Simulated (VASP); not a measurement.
Write the native input for VASP 6.6.1 that does the following.

```yaml
Task: single point
Functional: PBEsol
Potentials_or_basis: VASP PAW PBE potentials, release 64 (Cu)
Cutoff: 520 eV
k_mesh: 10 × 10 × 10
Occupations: gaussian, width 0.01 eV
Spin: no spin polarisation
Dipole_correction: no
Further_INCAR_settings: ALGO = Fast; EDIFF = 1e-07; NBANDS = 12
```

The structure of Cu lies in POSCAR:

```
Cu
1.0
   -1.4427933200      1.4427933200      1.3760814500
    1.4427933200     -1.4427933200      1.3760814500
    1.4427933200      1.4427933200     -1.3760814500
Cu
1
Direct
    0.0000000000      0.0000000000      0.0000000000
```

These files were run (other wordings do the same):

INCAR

```
PREC = Accurate
ENCUT = 520
EDIFF = 1E-7
ISMEAR = 0
SIGMA = 0.01
LREAL = False
LASPH = True
NELM = 60
ALGO = Fast
ISIF = 2
LWAVE = False
LCHARG = True
GGA = PS
LELF = True
LVHAR = True
NBANDS = 12
```

KPOINTS

```
Automatic mesh
0
Gamma
  10 10 10
```

Potentials or basis: VASP PAW PBE potentials, release 64 (Cu).

Run with:

```console
$ cat potpaw_PBE.64/Cu/POTCAR > POTCAR
$ mpirun -np 1 vasp_std > vasp.out
```

It gave:

```yaml
Pressure: -1.0 GPa
```

Caveat: the PAW data sets were made with another functional, which shifts forces and pressure a little.

It took 10 s on 1 thread of Intel(R) Xeon(R) Platinum 8559C (Emerald Rapids), with other jobs on the host, peak memory 0.12 GiB.
